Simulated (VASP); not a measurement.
**K: single point with PBE**

K:

```
K
1.0
    -2.60501    2.60501    2.64418
     2.60501   -2.60501    2.64418
     2.60501    2.60501   -2.64418
K
1
Direct
  0.00000 0.00000 0.00000
```

This cell differs from its parent crystal: z stretched by +1 % at fixed volume.

```json
{"Program": "VASP 6.6.1", "Task": "single point", "Functional": "PBE", "Potentials or basis": "VASP PAW PBE potentials, release 64 (K_sv)", "Cutoff": "520 eV", "k mesh": "10 × 10 × 10", "Occupations": "fermi-dirac, width 0.08 eV", "Spin": "no spin polarisation", "Dipole correction": "no", "Further INCAR settings": "ALGO = Normal; EDIFF = 1e-06; NBANDS = 10"}
```

The pressure is 0.1 GPa. The band gap on the k mesh is zero (an odd number of electrons rules out a gap without spin polarisation).

Levels at points of the mesh, in eV from the Fermi level:
| k point | band 1 | band 2 | band 3 | band 4 | band 5 | band 6 | band 7 | band 8 | band 9 | band 10 |
| --- | --- | --- | --- | --- | --- | --- | --- | --- | --- | --- |
| (0.00, 0.00, 0.00) | -32.12 | -15.56 | -15.56 | -15.56 | -2.19 | 4.29 | 4.29 | 4.37 | 5.19 | 5.29 |
| (0.50, 0.00, 0.00) | -32.11 | -15.64 | -15.59 | -15.56 | 0.44 | 0.69 | 3.20 | 4.90 | 5.76 | 6.05 |
| (0.50, 0.50, 0.00) | -32.11 | -15.64 | -15.59 | -15.57 | 0.47 | 0.73 | 3.12 | 4.96 | 5.81 | 5.96 |
| (0.50, 0.50, 0.50) | -32.11 | -15.62 | -15.62 | -15.62 | 1.64 | 1.69 | 3.43 | 3.60 | 3.60 | 5.67 |

Run time: 42 s on 1 thread of Intel(R) Xeon(R) Platinum 8259CL CPU @ 2.50GHz (Skylake/Cascade Lake) (shared host), peak memory 0.23 GiB.
